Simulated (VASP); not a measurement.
Write the native input for VASP 6.6.1 that does the following.

```yaml
Task: single point
Functional: PBE
Potentials_or_basis: VASP PAW PBE potentials, release 64 (P, B)
Cutoff: 520 eV
k_mesh: 10 × 10 × 10
Occupations: gaussian, width 0.021 eV
Spin: no spin polarisation
Dipole_correction: no
Further_INCAR_settings: ALGO = Normal; EDIFF = 1e-06; NBANDS = 11
```

The structure of BP lies in POSCAR:

```
BP
1.0
    0.0000000000      2.2690000000      2.2690000000
    2.2690000000      0.0000000000      2.2690000000
    2.2690000000      2.2690000000      0.0000000000
P B
1 1
Direct
    0.7500000000      0.7500000000      0.7500000000
    0.0000000000      0.0000000000      0.0000000000
```

These files were run (other wordings do the same):

INCAR

```
PREC = Accurate
ENCUT = 520
EDIFF = 1E-6
ISMEAR = 0
SIGMA = 0.020999999999999998
LREAL = False
LASPH = True
NELM = 80
ALGO = Normal
ISIF = 2
LWAVE = False
LCHARG = False
GGA = PE
NBANDS = 11
```

KPOINTS

```
regular mesh
0
Gamma
  10 10 10
```

Potentials or basis: VASP PAW PBE potentials, release 64 (P, B).

The run is started by

```sh
$ cat potpaw_PBE.64/P/POTCAR potpaw_PBE.64/B/POTCAR > POTCAR
$ mpirun -np 1 vasp_std > vasp.out
```

Results of the run:

| Quantity | Value |
| --- | --- |
| Pressure | 0.9 GPa |
| Band gap on the k mesh | 1.24 eV, indirect (least direct gap 3.40 eV) |

It took 6.1 s on 1 thread of Intel Xeon 6975P-C, with other jobs on the host, peak memory 0.14 GiB.
